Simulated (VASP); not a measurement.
Runs of VASP 6.6.1 on MgB2. The structure is that of space group P6/mmm (No. 191), or close to it. The cells are those of the table. 

| cell | gap on the mesh (eV) | pressure (GPa) |
| --- | --- | --- |
| a = 3.029, b = 3.029, c = 3.459 Å, angles 90.0, 90.0, 120.0°, 3 atoms | none | 7.9 |
| a = 3.112, b = 3.112, c = 3.554 Å, angles 90.0, 90.0, 120.0°, 3 atoms | none | (a) |
| a = 3.000, b = 3.000, c = 3.426 Å, angles 90.0, 90.0, 120.0°, 3 atoms | none | 13.3 |
| a = 3.057, b = 3.057, c = 3.491 Å, angles 90.0, 90.0, 120.0°, 3 atoms | none | 3.1 |
| a = 3.085, b = 3.085, c = 3.523 Å, angles 90.0, 90.0, 120.0°, 3 atoms | none | -1.2 |
| a = 3.139, b = 3.139, c = 3.585 Å, angles 90.0, 90.0, 120.0°, 3 atoms | none | -8.2 |
| a = 3.165, b = 3.165, c = 3.615 Å, angles 90.0, 90.0, 120.0°, 3 atoms | none | (b) |

Alike in all rows: task single point; level PBE; potentials or basis VASP PAW PBE potentials, release 64 (Mg, B); no spin polarisation; k mesh 10 × 10 × 8; cutoff (eV) 520; smearing gaussian 0.1 eV.

Question: Fill in the values left out.

Answer: (a) -4.9; (b) -11.1.

A gap of «none» marks levels without a gap at the run's occupations.
